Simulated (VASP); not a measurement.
A run of VASP 6.6.1:

INCAR

```
SYSTEM = Zr
ALGO = Normal
EDIFF = 1E-7
EDIFFG = -0.005
ENCUT = 600
GGA = PS
IBRION = 2
ISIF = 3
ISMEAR = -1
LASPH = .TRUE.
LCHARG = .FALSE.
LREAL = .FALSE.
LWAVE = .FALSE.
NELM = 100
NSW = 60
PREC = Accurate
SIGMA = 0.08
```

File KPOINTS:

```
k-points
0
G
  15 15 15
  0 0 0
```

The input POSCAR:

```
Zr
1.0
   -1.7775767640      1.7775767640      1.7775767640
    1.7775767640     -1.7775767640      1.7775767640
    1.7775767640      1.7775767640     -1.7775767640
Zr
1
Direct
    0.0000000000      0.0000000000      0.0000000000
```

Potentials or basis: VASP PAW PBE potentials, release 64 (Zr_sv).

The run is started by

```bash
$ cat potpaw_PBE.64/Zr_sv/POTCAR > POTCAR
$ mpirun -np 1 vasp_std > vasp.out
```

Hardware: 1 thread of Intel(R) Xeon(R) Platinum 8259CL CPU @ 2.50GHz (Skylake/Cascade Lake), on a shared host.

How long does it take, and how much memory?

Wall time 79 s on 1 thread of Intel(R) Xeon(R) Platinum 8259CL CPU @ 2.50GHz (Skylake/Cascade Lake), on a shared host, peak memory 0.19 GiB. Counts: scf iterations 29, k points 120, ion steps 3.
